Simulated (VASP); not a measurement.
# Sn in VASP: a series of runs

Runs on Sn. Level: PBEsol. Tasks: single point.

Everything below comes from runs of VASP 6.6.1. Logs are shortened: lines on timing, memory, paths and dates and some standing lists are left out, and cuts for length are marked.

## Step 1: The cell of the first run

The cell holds a slab with vacuum, 6 atoms: a = 4.626 Å, b = 4.626 Å, c = 23.498 Å, α = 90.00°, β = 90.00°, γ = 120.00°.

## Step 2: Single point, PBEsol

Input file INCAR:

```
ALGO = Normal ; DIPOL = 0.5 0.5 0.500
EDIFF = 1E-6 ; ENCUT = 400
GGA = PS ; GGA_COMPAT = F
IDIPOL = 3 ; ISIF = 2
ISMEAR = 0 ; LASPH = T
LCHARG = F ; LDIPOL = T
LREAL = F ; LWAVE = F
NBANDS = 51 ; NELM = 120
NELMDL = -8 ; PREC = Accurate
SIGMA = 0.1
```

Input file KPOINTS:

```
k-points
0
Gamma
  9 9 1
```

Input file POSCAR:

```
Sn
1.0
    4.6255804276      0.0000000000      0.0000000000
   -2.3127902138      4.0058701575      0.0000000000
    0.0000000000      0.0000000000     23.4977338588
Sn
6
Direct
    0.3333333333      0.6666666667      0.3191797152
    0.0000000000      0.0000000000      0.3593620007
    0.0000000000      0.0000000000      0.4799088572
    0.6666666667      0.3333333333      0.5200911428
    0.6666666667      0.3333333333      0.6406379993
    0.3333333333      0.6666666667      0.6808202848
```

Potentials or basis: VASP PAW PBE potentials, release 64 (Sn_d).

Launch:

```console
$ cat potpaw_PBE.64/Sn_d/POTCAR > POTCAR
$ mpirun -np 1 vasp_std > vasp.out
```

OUTCAR:

```text
EDIFF = 1E-6
   ENCUT = 400
   GGA = PS
   ISIF = 2
   ISMEAR = 0
   LASPH = T
   LREAL = F
   NELM = 120
   NELMDL = -8
   PREC = Accurate

 ion  position               nearest neighbor table
   1  0.333  0.667  0.319-   2 2.83   2 2.83   2 2.83
   2  0.000  0.000  0.359-   3 2.83   1 2.83   1 2.83   1 2.83
   3  0.000  0.000  0.480-   2 2.83   4 2.83   4 2.83   4 2.83
   4  0.667  0.333  0.520-   5 2.83   3 2.83   3 2.83   3 2.83
   5  0.667  0.333  0.641-   4 2.83   6 2.83   6 2.83   6 2.83
   6  0.333  0.667  0.681-   5 2.83   5 2.83   5 2.83

  LATTYP: Found a hexagonal cell.
 ALAT       =     4.6255804276
 C/A-ratio  =     5.0799535813

  Lattice vectors:

 A1 = (   4.6255804276,   0.0000000000,   0.0000000000)
 A2 = (  -2.3127902138,   4.0058701575,   0.0000000000)
 A3 = (   0.0000000000,   0.0000000000,  23.4977338588)

Analysis of symmetry for initial positions (statically):
=====================================================================
 Subroutine PRICEL returns:
 Original cell was already a primitive cell.

 Routine SETGRP: Setting up the symmetry group for a
 hexagonal supercell.

 Subroutine GETGRP returns: Found 12 space group operations
 (whereof  6 operations were pure point group operations)
 out of a pool of 24 trial point group operations.

The static configuration has the point symmetry C_3v.
 The point group associated with its full space group is D_3d.

Analysis of symmetry for dynamics (positions and initial velocities):
=====================================================================
 Subroutine PRICEL returns:
 Original cell was already a primitive cell.

 Routine SETGRP: Setting up the symmetry group for a
 hexagonal supercell.

 Subroutine GETGRP returns: Found 12 space group operations
 (whereof  6 operations were pure point group operations)
 out of a pool of 24 trial point group operations.

The dynamic configuration has the point symmetry C_3v.
 The point group associated with its full space group is D_3d.

 Subroutine INISYM returns: Found 12 space group operations
 (whereof  6 operations are pure point group operations),
 and found     1 'primitive' translations

[... 91 lines left out ...]
   EDIFFG = 0.1E-04   stopping-criterion for IOM
   NSW    =      0    number of steps for IOM
   IBRION =     -1    ionic relax: 0-MD 1-quasi-New 2-CG
   NFREE  =      0    steps in history (QN), initial steepest desc. (CG)
   ISIF   =      2    stress and relaxation
   ISYM   =      2    0-nonsym 1-usesym 2-fastsym
   POTIM  = 0.5000    time-step for ionic-motion
   TEBEG  =    0.0;   TEEND  =   0.0 temperature during run
   PSTRESS=    0.0 pullay stress
   NELECT =      84.0000    total number of electrons
   NUPDOWN=      -1.0000    fix difference up-down
   EMIN   =  10.00;   EMAX   =-10.00  energy-range for DOS
   EFERMI =   0.00;   METHOD = LEGACY
   ISMEAR =     0;   SIGMA  =   0.10  broadening in eV -4-tet -1-fermi 0-gaus
   EFERMI_NEDOS =   21; number of points for ismear=-14 and -15
   IALGO  =     38    algorithm
   IMIX   =      4    mixing-type and parameters
     AMIX     =   0.40;   BMIX     =  1.00
     AMIX_MAG =   1.60;   BMIX_MAG =  1.00
  volume/ion in A,a.u.               =      72.57       489.70
  Fermi-wavevector in a.u.,A,eV,Ry     =   0.945957  1.787600 12.174974  0.894835
  Thomas-Fermi vector in A             =   2.073909
   LORBIT       =      0    0 simple, 1 ext, 2 COOP (PROOUT), +10 PAW based schemes
   GGA     = PS    functional components
   LHFCALC =     F    Hartree Fock is set to
   AEXX    =    0.0000 exact exchange contribution
   IVDW    =     0    specifies the selected vdW correction
   LEPSILON=     F    determine dielectric tensor
   LRPA    =     F    only Hartree local field effects (RPA)
 non-spin polarized calculation
 Gauss-broadening in eV      SIGMA  =   0.10
  energy-cutoff  :      400.00
  volume of cell :      435.40
 maximum number of plane-waves:      7955
 NGX is ok and might be reduce to    30
   NGX = 15   NGY = 15   NGZ = 77

 dipolmoment           0.000000      0.000000      0.000000 electrons x Angstroem

 number of electron      84.0000078 magnetization

 dipolmoment           0.000000      0.000000     -0.000000 electrons x Angstroem

 Free energy of the ion-electron system (eV)
  ---------------------------------------------------
  ext. energy  EPLUGINS =         0.00000000
  ---------------------------------------------------
  free energy    TOTEN  =       -23.72394835 eV

  energy without entropy =      -23.70029529  energy(sigma->0) =      -23.71212182

 E-fermi :   0.1000     XC(G=0):  -4.8605

 val. band max:        0.0967403967   @ k =   0.1111  -0.0000   0.0000
 cond. band min:       0.1200924961   @ k =   0.3333   0.2222   0.0000
 fundamental gap:      0.0233520995
 Fermi energy:         0.1000299464

 k-point     1 :       0.0000    0.0000    0.0000
  band No.  band energies     occupation
      1     -21.3048      2.00000
      2     -21.3048      2.00000
      3     -21.2611      2.00000
      4     -21.2436      2.00000
      5     -21.2138      2.00000
      6     -21.2138      2.00000
[... 637 lines left out ...]
     50       5.0126      0.00000
     51       5.0126      0.00000

------------------------ aborting loop because EDIFF is reached ----------------------------------------

 vacuum level on the upper side and lower side of the slab       (xc-potential included)        -0.158        -0.158

  FORCE on cell =-STRESS in cart. coord.  units (eV):
  Direction    XX          YY          ZZ          XY          YZ          ZX
  --------------------------------------------------------------------------------------
  -------------------------------------------------------------------------------------
  Total       -0.5173956     -0.5173956      1.2164983     -0.0000000      0.0000000      0.0000000
  in kB       -1.9039006     -1.9039006      4.4764425     -0.0000000      0.0000000      0.0000000
  external PRESSURE =       0.2228805 kB  Pullay stress =       0.0000000 kB

 VOLUME and BASIS-vectors are now :
 -----------------------------------------------------------------------------
  energy-cutoff  :      400.00
  volume of cell :      435.40
      direct lattice vectors                 reciprocal lattice vectors
     4.625580428  0.000000000  0.000000000     0.216189085  0.124816826  0.000000000
    -2.312790214  4.005870158  0.000000000     0.000000000  0.249633653  0.000000000
     0.000000000  0.000000000 23.497733859     0.000000000  0.000000000  0.042557295

 POSITION                                       TOTAL-FORCE (eV/Angst)
 -----------------------------------------------------------------------------------
     -0.00000      2.67058      7.50000        -0.000000     -0.000000      0.008073
      0.00000      0.00000      8.44419        -0.000000      0.000000     -0.232853
      0.00000      0.00000     11.27677        -0.000000      0.000000      0.184807
      2.31279      1.33529     12.22096         0.000000     -0.000000     -0.184807
      2.31279      1.33529     15.05354         0.000000      0.000000      0.232853
     -0.00000      2.67058     15.99773         0.000000      0.000000     -0.008073
 -----------------------------------------------------------------------------------
    total drift:                               -0.000000      0.000000      0.000000

  FREE ENERGIE OF THE ION-ELECTRON SYSTEM (eV)
  ---------------------------------------------------
  free  energy   TOTEN  =       -23.7239483490 eV

  energy  without entropy=      -23.7002952874  energy(sigma->0) =      -23.71212182

 vacuum level on the upper side and lower side of the slab         4.410         4.410
```

OSZICAR:

```text
N       E                     dE             d eps       ncg     rms          rms(c)
DAV:   1     0.716407692282E+03    0.71641E+03   -0.37947E+04  1384   0.154E+03
DAV:   2     0.672023703450E+02   -0.64921E+03   -0.63684E+03  1264   0.406E+02
DAV:   3    -0.192587297637E+02   -0.86461E+02   -0.85137E+02  1374   0.175E+02
DAV:   4    -0.238771014837E+02   -0.46184E+01   -0.45971E+01  1381   0.448E+01
[... 16 lines left out ...]
DAV:  21    -0.237238944568E+02   -0.65799E-04   -0.42628E-06   969   0.135E-02    0.213E-03
DAV:  22    -0.237239318494E+02   -0.37393E-04   -0.28140E-06   866   0.222E-02    0.127E-03
DAV:  23    -0.237239458777E+02   -0.14028E-04   -0.92894E-07   897   0.479E-03    0.913E-04
DAV:  24    -0.237239479545E+02   -0.20768E-05   -0.23036E-07   860   0.569E-03    0.298E-04
DAV:  25    -0.237239483490E+02   -0.39451E-06   -0.39367E-08   783   0.151E-03
   1 F= -.23723948E+02 E0= -.23712122E+02  d E =-.236531E-01
```

stdout:

```text
POSCAR found type information on POSCAR Sn
 POSCAR found :  1 types and       6 ions
 scaLAPACK will be used
 -----------------------------------------------------------------------------
|                                                                             |
|                                                                             |
|     You enforced a specific xc type in the INCAR file but a different       |
|     I HOPE YOU KNOW WHAT YOU ARE DOING!                                     |
|                                                                             |
 -----------------------------------------------------------------------------

 LDA part: xc-table for (Slater+PW92), standard interpolation
 POSCAR, INCAR and KPOINTS ok, starting setup
 FFT: planning ... GRIDC
 FFT: planning ... GRID_SOFT
 FFT: planning ... GRID
 WAVECAR not read
 entering main loop
```

Wall time 6.8 min (1 thread of Intel Xeon Platinum 8488C (Sapphire Rapids), shared host); peak memory 0.41 GiB.

Results:

```
Free energy            : -23.7239 eV
Largest force          : 0.233 eV/Å
Band gap on the k mesh : zero (band 42 reaches 0.29 eV, above the bottom of band 43 at 0.12 eV)
```

Forces in eV/Å, atoms in the order of the input:
```
Sn   0.000  0.000  0.008
Sn   0.000  0.000 -0.233
Sn   0.000  0.000  0.185
Sn   0.000  0.000 -0.185
Sn   0.000  0.000  0.233
Sn   0.000  0.000 -0.008
```

Caveat: the PAW data sets were made with another functional, which shifts forces and pressure a little; spin-orbit coupling is left out, which moves the levels of the heavy elements.

## Step 3: Single point, PBEsol

Input file INCAR:

```
PREC = Accurate ; ENCUT = 400
EDIFF = 1E-6 ; ISMEAR = 0
SIGMA = 0.1 ; LREAL = False
LASPH = True ; NELM = 120
ALGO = Normal ; ISIF = 2
LWAVE = False ; LCHARG = False
LDIPOL = True ; IDIPOL = 3
DIPOL = 0.5 0.5 0.500 ; GGA = PS
NBANDS = 51 ; GGA_COMPAT = False
NELMDL = -8
```

Input file KPOINTS:

```
Automatic mesh
0
Gamma
  9 9 1
```

Input file POSCAR:

```
Sn
1.0
    4.6255804276      0.0000000000      0.0000000000
   -2.3127902138      4.0058701575      0.0000000000
    0.0000000000      0.0000000000     23.4977338588
Sn
6
Direct
    0.3333333333      0.6666666667      0.3174033462
    0.0000000000      0.0000000000      0.3568827536
    0.0000000000      0.0000000000      0.4800330788
    0.6666666667      0.3333333333      0.5199670422
    0.6666666667      0.3333333333      0.6431171213
    0.3333333333      0.6666666667      0.6825966579
```

Potentials or basis: VASP PAW PBE potentials, release 64 (Sn_d).

Launch:

```console
$ cat potpaw_PBE.64/Sn_d/POTCAR > POTCAR
$ mpirun -np 1 vasp_std > vasp.out
```

OUTCAR:

```text
PREC = Accurate
   ENCUT = 400
   EDIFF = 1E-6
   ISMEAR = 0
   LREAL = False
   LASPH = True
   NELM = 120
   ISIF = 2
   GGA = PS
   NELMDL = -8

 ion  position               nearest neighbor table
   1  0.333  0.667  0.317-   2 2.83   2 2.83   2 2.83
   2  0.000  0.000  0.357-   1 2.83   1 2.83   1 2.83   3 2.89
   3  0.000  0.000  0.480-   4 2.83   4 2.83   4 2.83   2 2.89
   4  0.667  0.333  0.520-   3 2.83   3 2.83   3 2.83   5 2.89
   5  0.667  0.333  0.643-   6 2.83   6 2.83   6 2.83   4 2.89
   6  0.333  0.667  0.683-   5 2.83   5 2.83   5 2.83

  LATTYP: Found a hexagonal cell.
 ALAT       =     4.6255804276
 C/A-ratio  =     5.0799535813

  Lattice vectors:

 A1 = (   4.6255804276,   0.0000000000,   0.0000000000)
 A2 = (  -2.3127902138,   4.0058701575,   0.0000000000)
 A3 = (   0.0000000000,   0.0000000000,  23.4977338588)

Analysis of symmetry for initial positions (statically):
=====================================================================
 Subroutine PRICEL returns:
 Original cell was already a primitive cell.

[... 179 lines left out ...]
  band No.  band energies     occupation
      1     -21.2768      2.00000
      2     -21.2768      2.00000
      3     -21.2151      2.00000
      4     -21.1960      2.00000
      5     -21.1868      2.00000
      6     -21.1868      2.00000
[... 637 lines left out ...]
     50       5.0333      0.00000
     51       5.0333      0.00000

------------------------ aborting loop because EDIFF is reached ----------------------------------------

 vacuum level on the upper side and lower side of the slab       (xc-potential included)        -0.131        -0.132

  FORCE on cell =-STRESS in cart. coord.  units (eV):
  Direction    XX          YY          ZZ          XY          YZ          ZX
  --------------------------------------------------------------------------------------
  -------------------------------------------------------------------------------------
  Total       -0.4158848     -0.4158848     -0.0936427     -0.0000000      0.0000000      0.0000000
  in kB       -1.5303633     -1.5303633     -0.3445841     -0.0000000      0.0000000      0.0000000
  external PRESSURE =      -1.1351036 kB  Pullay stress =       0.0000000 kB

 VOLUME and BASIS-vectors are now :
 -----------------------------------------------------------------------------
  energy-cutoff  :      400.00
  volume of cell :      435.40
      direct lattice vectors                 reciprocal lattice vectors
     4.625580428  0.000000000  0.000000000     0.216189085  0.124816826  0.000000000
    -2.312790214  4.005870158  0.000000000     0.000000000  0.249633653  0.000000000
     0.000000000  0.000000000 23.497733859     0.000000000  0.000000000  0.042557295

 POSITION                                       TOTAL-FORCE (eV/Angst)
 -----------------------------------------------------------------------------------
     -0.00000      2.67058      7.45826        -0.000000      0.000000      0.003002
      0.00000      0.00000      8.38594        -0.000000      0.000000     -0.001374
      0.00000      0.00000     11.27969         0.000000     -0.000000     -0.001137
      2.31279      1.33529     12.21805        -0.000000      0.000000      0.001137
      2.31279      1.33529     15.11179        -0.000000     -0.000000      0.001374
     -0.00000      2.67058     16.03947         0.000000     -0.000000     -0.003002
 -----------------------------------------------------------------------------------
    total drift:                               -0.000000      0.000000     -0.000018

  FREE ENERGIE OF THE ION-ELECTRON SYSTEM (eV)
  ---------------------------------------------------
  free  energy   TOTEN  =       -23.7372508832 eV

  energy  without entropy=      -23.7152558736  energy(sigma->0) =      -23.72625338

 vacuum level on the upper side and lower side of the slab         4.430         4.430
```

OSZICAR:

```text
N       E                     dE             d eps       ncg     rms          rms(c)
DAV:   1     0.716794906885E+03    0.71679E+03   -0.37905E+04  1376   0.154E+03
DAV:   2     0.665648758725E+02   -0.65023E+03   -0.63777E+03  1264   0.405E+02
DAV:   3    -0.192708491552E+02   -0.85836E+02   -0.84373E+02  1404   0.175E+02
DAV:   4    -0.238866189912E+02   -0.46158E+01   -0.45911E+01  1365   0.447E+01
[... 16 lines left out ...]
DAV:  21    -0.237372074214E+02   -0.55028E-04   -0.25936E-06   911   0.123E-02    0.116E-03
DAV:  22    -0.237372410962E+02   -0.33675E-04   -0.22990E-06   833   0.684E-03    0.678E-04
DAV:  23    -0.237372488834E+02   -0.77872E-05   -0.36355E-07   886   0.307E-03    0.716E-04
DAV:  24    -0.237372502836E+02   -0.14002E-05   -0.76710E-08   834   0.227E-03    0.276E-04
DAV:  25    -0.237372508832E+02   -0.59955E-06   -0.35082E-08   797   0.202E-03
   1 F= -.23737251E+02 E0= -.23726253E+02  d E =-.219950E-01
```

stdout:

```text
POSCAR found type information on POSCAR Sn
 POSCAR found :  1 types and       6 ions
 scaLAPACK will be used
 -----------------------------------------------------------------------------
|                                                                             |
|                                                                             |
|     You enforced a specific xc type in the INCAR file but a different       |
|     I HOPE YOU KNOW WHAT YOU ARE DOING!                                     |
|                                                                             |
 -----------------------------------------------------------------------------

 LDA part: xc-table for (Slater+PW92), standard interpolation
 POSCAR, INCAR and KPOINTS ok, starting setup
 FFT: planning ... GRIDC
 FFT: planning ... GRID_SOFT
 FFT: planning ... GRID
 WAVECAR not read
 entering main loop
```

Run time: 6.7 min. Hardware: 1 thread of Intel Xeon Platinum 8488C (Sapphire Rapids), shared host; peak memory 0.42 GiB.

Results:

| Item | Value |
| --- | --- |
| Free energy | -23.7373 eV |
| Largest force | 0.003 eV/Å |
| Band gap on the k mesh | zero (band 42 reaches 0.26 eV, above the bottom of band 43 at 0.12 eV) |

Forces on the atoms (eV/Å):
```
Sn   0.000  0.000  0.003
Sn   0.000  0.000 -0.001
Sn   0.000  0.000 -0.001
Sn   0.000  0.000  0.001
Sn   0.000  0.000  0.001
Sn   0.000  0.000 -0.003
```

Levels at points of the mesh, in eV from the Fermi level:
```tsv
k point	band 38	band 39	band 40	band 41	band 42	band 43	band 44	band 45	band 46	band 47
(0.00, 0.00, 0.00)	-0.64	-0.21	-0.21	0.16	0.16	0.22	0.51	0.91	1.13	2.80
```

Caveat: the PAW data sets were made with another functional, which shifts forces and pressure a little; spin-orbit coupling is left out, which moves the levels of the heavy elements.
